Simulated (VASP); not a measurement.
# AlP (F-43m) in VASP: notebook, part 2 of 2

VASP 6.6.1. Earlier steps stand in the parts before.

### Step 5. Relaxation of cell and atoms, LDA, target pressure 30 GPa, at which the enthalpy is minimised

INCAR reads:

```
  ALGO = Normal
  EDIFF = 1E-7
  EDIFFG = -0.001
  ENCUT = 500
  GGA = CA
  GGA_COMPAT = F
  IBRION = 2
  ISIF = 3
  ISMEAR = 0
  LASPH = T
  LCHARG = F
  LREAL = F
  LWAVE = F
  NELM = 120
  NELMIN = 4
  NSW = 80
  PREC = Accurate
  PSTRESS = 300.0
  SIGMA = 0.01
```

KPOINTS reads:

```
k-points
0
Gamma
  10 10 10
```

POSCAR reads:

```
AlP
1.0
    0.0000000000      2.5284137397      2.5284137397
    2.5284137397      0.0000000000      2.5284137397
    2.5284137397      2.5284137397      0.0000000000
Al P
1 1
Direct
    0.0000000000      0.0000000000      0.0000000000
    0.7500000000      0.7500000000      0.7500000000
```

Potentials or basis: VASP PAW LDA potentials, release 64 (Al, P).

The run is started by

```sh
> cat potpaw_LDA.64/Al/POTCAR potpaw_LDA.64/P/POTCAR > POTCAR
> mpirun -np 1 vasp_std > vasp.out
```

OUTCAR:

```text
EDIFF = 1E-7
   EDIFFG = -0.001
   ENCUT = 500
   GGA = CA
   IBRION = 2
   ISIF = 3
   ISMEAR = 0
   LASPH = T
   LREAL = F
   NELM = 120
   NELMIN = 4
   NSW = 80
   PREC = Accurate
   PSTRESS = 300.0

 ion  position               nearest neighbor table
   1  0.000  0.000  0.000-   2 2.19   2 2.19   2 2.19   2 2.19
   2  0.750  0.750  0.750-   1 2.19   1 2.19   1 2.19   1 2.19

  LATTYP: Found a face centered cubic cell.
 ALAT       =     5.0568274794

  Lattice vectors:

 A1 = (   0.0000000000,   2.5284137397,   2.5284137397)
 A2 = (   2.5284137397,   0.0000000000,   2.5284137397)
 A3 = (   2.5284137397,   2.5284137397,   0.0000000000)

Analysis of symmetry for initial positions (statically):
=====================================================================
 Subroutine PRICEL returns:
 Original cell was already a primitive cell.

 Routine SETGRP: Setting up the symmetry group for a
 face centered cubic supercell.

 Subroutine GETGRP returns: Found 24 space group operations
 (whereof 24 operations were pure point group operations)
 out of a pool of 48 trial point group operations.

The static configuration has the point symmetry T_d .

Analysis of symmetry for dynamics (positions and initial velocities):
=====================================================================
 Subroutine PRICEL returns:
 Original cell was already a primitive cell.

 Routine SETGRP: Setting up the symmetry group for a
 face centered cubic supercell.

 Subroutine GETGRP returns: Found 24 space group operations
 (whereof 24 operations were pure point group operations)
 out of a pool of 48 trial point group operations.

The dynamic configuration has the point symmetry T_d .

 Subroutine INISYM returns: Found 24 space group operations
 (whereof 24 operations are pure point group operations),
[... 120 lines left out ...]
   LORBIT       =      0    0 simple, 1 ext, 2 COOP (PROOUT), +10 PAW based schemes
   GGA     = CA    functional components
   LHFCALC =     F    Hartree Fock is set to
   AEXX    =    0.0000 exact exchange contribution
   IVDW    =     0    specifies the selected vdW correction
   LEPSILON=     F    determine dielectric tensor
   LRPA    =     F    only Hartree local field effects (RPA)
 conjugate gradient relaxation of ions
 non-spin polarized calculation
 Gauss-broadening in eV      SIGMA  =   0.01
  energy-cutoff  :      500.00
  volume of cell :       32.33
 maximum number of plane-waves:       869
 NGX is ok and might be reduce to    28
   NGX = 13   NGY = 13   NGZ = 13

--------------------------------------- Ionic step        1  -------------------------------------------

 number of electron       7.9999999 magnetization

 Free energy of the ion-electron system (eV)
  ---------------------------------------------------
  ext. energy  EPLUGINS =         0.00000000
  ---------------------------------------------------
  free energy    TOTEN  =       -10.79841035 eV

  energy without entropy =      -10.79841035  energy(sigma->0) =      -10.79841035

------------------------ aborting loop because EDIFF is reached ----------------------------------------

  FORCE on cell =-STRESS in cart. coord.  units (eV):
  Direction    XX          YY          ZZ          XY          YZ          ZX
  --------------------------------------------------------------------------------------
  -------------------------------------------------------------------------------------
  Total        6.0872250      6.0872250      6.0872250     -0.0000000      0.0000000      0.0000000
  in kB      301.6862491    301.6862491    301.6862491     -0.0000000      0.0000000      0.0000000
  external PRESSURE =       1.6862491 kB  Pullay stress =     300.0000000 kB
[... 63 lines left out ...]
--------------------------------------- Ionic step        3  -------------------------------------------

 number of electron       7.9999999 magnetization

 Free energy of the ion-electron system (eV)
  ---------------------------------------------------
  ext. energy  EPLUGINS =         0.00000000
  ---------------------------------------------------
  free energy    TOTEN  =       -10.80361925 eV

  energy without entropy =      -10.80361925  energy(sigma->0) =      -10.80361925

 E-fermi :   6.8459     XC(G=0): -10.3444

 val. band max:        6.8001543633   @ k =   0.0000   0.0000   0.0000
 cond. band min:       7.7059144707   @ k =   0.5000   0.5000   0.0000
 fundamental gap:      0.9057601074
 Fermi energy:         6.8459424632

 k-point     1 :       0.0000    0.0000    0.0000
  band No.  band energies     occupation
      1      -6.1772      2.00000
      2       6.8002      2.00000
      3       6.8002      2.00000
      4       6.8002      2.00000
      5      11.5691      0.00000
      6      11.5691      0.00000
      7      11.5691      0.00000
      8      11.9578      0.00000
[... 243 lines left out ...]
 k-point    24 :       0.4000    0.3000    0.0000
  band No.  band energies     occupation
      1      -3.9798      2.00000
      2       1.9855      2.00000
      3       4.1730      2.00000
      4       4.6147      2.00000
      5       8.8025      0.00000
      6      10.0816      0.00000
      7      15.8468      0.00000
      8      15.9440      0.00000

 [... further k-points ...]
[... 5 lines left out ...]
  --------------------------------------------------------------------------------------
  -------------------------------------------------------------------------------------
  Total        6.0582964      6.0582964      6.0582964     -0.0000000     -0.0000000     -0.0000000
  in kB      299.9951073    299.9951073    299.9951073     -0.0000000     -0.0000000     -0.0000000
  external PRESSURE =      -0.0048927 kB  Pullay stress =     300.0000000 kB
[... 21 lines left out ...]
  energy  without entropy=      -10.8036192499  energy(sigma->0) =      -10.80361925

  enthalpy is  TOTEN    =        -4.7452240682 eV   P V=        6.0583951817

 reached required accuracy - stopping structural energy minimisation
```

CONTCAR:

```text
AlP
   1.00000000000000
    -0.0000000000000000    2.5291367379702097    2.5291367379702097
     2.5291367379702097    0.0000000000000000    2.5291367379702097
     2.5291367379702097    2.5291367379702097    0.0000000000000000
  Al              P
     1     1
Direct
     0.0000000000000000    0.0000000000000000    0.0000000000000000
     0.7500000000000000    0.7500000000000000    0.7500000000000000

  0.00000000E+00  0.00000000E+00  0.00000000E+00
  0.00000000E+00  0.00000000E+00  0.00000000E+00
```

It took 15 s on 1 thread of AMD EPYC 7R13 (Zen 3), shared host; peak memory 0.11 GiB.

What came out:

```
Free energy                                            : -10.8036 eV
Relaxed volume                                         : 16.18 Å³/atom
Relaxed cell                                           : a = 3.577 Å, b = 3.577 Å, c = 3.577 Å, α = 60.00°, β = 60.00°, γ = 60.00°
Space group after relaxing (to 0.05 Å)                 : F-43m (No. 216)
Energy change on relaxing (the enthalpy is what falls) : -2.6 meV/atom
Ionic steps                                            : 3
Pressure after relaxing                                : 30.0 GPa
Band gap on the k mesh                                 : 0.91 eV, indirect (least direct gap 3.53 eV)
```

Step by step:
| step | energy change (eV) | largest force (eV/Å) | pressure (GPa) | volume (Å³) |
| --- | --- | --- | --- | --- |
| 1 | 0.0000 | 0.0000 | 30.17 | 32.33 |
| 2 | -0.0149 | 0.0000 | 29.68 | 32.41 |
| 3 | -0.0052 | 0.0000 | 30.00 | 32.36 |

Final structure:
```
Al P
1.0
     0.00000    2.52914    2.52914
     2.52914    0.00000    2.52914
     2.52914    2.52914    0.00000
Al P
1 1
Direct
  0.00000 0.00000 0.00000
  0.75000 0.75000 0.75000
```

Caveat: the cell is relaxed towards a set pressure, so the enthalpy falls and the energy may rise. A k mesh can miss the band edges.

### Step 6. The runs side by side

| task | cell | k mesh | smearing | gap on the mesh (eV) | pressure (GPa) |
| --- | --- | --- | --- | --- | --- |
| single point | as given | 8 × 8 × 8 | gaussian 0.01 eV | 0.90 | 30.2 |
| single point | as given | 10 × 10 × 10 | gaussian 0.01 eV | 0.90 | 30.2 |
| single point | as given | 10 × 10 × 10 | tetrahedron | 0.90 | 30.2 |
| relaxation of cell and atoms | relaxed to 30 GPa | 10 × 10 × 10 | gaussian 0.01 eV | 0.91 | 30.0 |

Alike in all rows: level LDA; potentials or basis VASP PAW LDA potentials, release 64 (Al, P); no spin polarisation; cutoff (eV) 500.

On the cell as given the gap runs from 0.90 eV (LDA) to 0.90 eV (LDA); the meshes differ, which moves gaps too.

Caveats: the cell is relaxed towards a set pressure, so the enthalpy falls and the energy may rise (some runs).

Total energies depend on the potentials used, so only differences within one code and one set of settings carry meaning.
